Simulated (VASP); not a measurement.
BeZn5Se6:

```xyz
12
Lattice="4.0085 0.0754 0.0151 0.0754 4.1166 -0.0139 0.0647 -0.0594 16.9629" Properties=species:S:1:pos:R:3 pbc="T T T"
Be    2.0355    2.0857    8.5127
Zn    0.0971   -0.0222   11.1538
Zn    2.0991    2.0456   14.0812
Zn    0.0114    0.0173   -0.0740
Zn    2.0264    2.0317    2.8762
Zn   -0.0124   -0.0420    5.7369
Se    2.0980   -0.0285   12.6576
Se    0.0845    2.0452   15.4932
Se    2.0383    0.1294    1.5710
Se    0.0420    1.9883    4.3928
Se    2.0509    0.0011    7.2997
Se    0.0367    1.9979    9.5982
```

```yaml
Program: VASP 6.6.1
Task: relaxation of cell and atoms
Functional: PBE
Potentials_or_basis: VASP PAW PBE potentials, release 64 (Be, Zn, Se)
Cutoff: 600 eV
k_mesh: 4 × 4 × 1
Occupations: gaussian, width 0.1 eV
Spin: no spin polarisation
```

At the start: pressure -1.5 GPa; volume 23.32 Å³/atom.

**Question.** Where does the relaxation end?

**Answer.** Over 15 steps the energy falls by 32.3 meV/atom and the volume is 22.53 Å³/atom (-3.4 %); space group P1 (No. 1, to 0.1 Å) before, P-4m2 (No. 115, to 0.1 Å).

The path:
| step | energy change (eV) | largest force (eV/Å) | pressure (GPa) | volume (Å³) |
| --- | --- | --- | --- | --- |
| 1 | 0.0000 | 1.7735 | -1.54 | 279.81 |
| 2 | -0.3024 | 0.4865 | 0.00 | 270.80 |
| 3 | -0.3255 | 0.3183 | 0.74 | 267.51 |
| 4 | -0.3669 | 0.2020 | 0.02 | 270.56 |
| 5 | -0.3707 | 0.1776 | -0.26 | 271.84 |
| 6 | -0.3796 | 0.0935 | -0.04 | 270.81 |
| 7 | -0.3814 | 0.0714 | 0.13 | 270.06 |
| 8 | -0.3834 | 0.0543 | 0.00 | 270.73 |
| 9 | -0.3836 | 0.0583 | -0.10 | 271.14 |
| 10 | -0.3847 | 0.0480 | -0.03 | 270.74 |
| 11 | -0.3849 | 0.0504 | 0.06 | 270.47 |
| 12 | -0.3860 | 0.0299 | -0.03 | 270.71 |
| 13 | -0.3865 | 0.0397 | -0.11 | 271.12 |
| 14 | -0.3865 | 0.0371 | -0.08 | 271.02 |
| 15 | -0.3871 | 0.0214 | 0.04 | 270.39 |

Final structure:
```
Be Zn Se
1.0
     3.99393    0.00010   -0.00069
     0.00000    3.99615    0.00093
    -0.00358    0.00208   16.94156
Be Zn Se
1 5 6
Direct
  0.49932 0.49857 0.50006
  0.00217 0.99951 0.65597
  0.50186 0.50061 0.82799
  0.00095 0.00258 0.99989
  0.49824 0.50111 0.17201
  0.99722 0.99787 0.34396
  0.50214 0.00071 0.74189
  0.00199 0.50221 0.91396
  0.50054 0.00038 0.08603
  0.99835 0.49866 0.25809
  0.49760 0.99828 0.43072
  0.99962 0.49952 0.56943
```
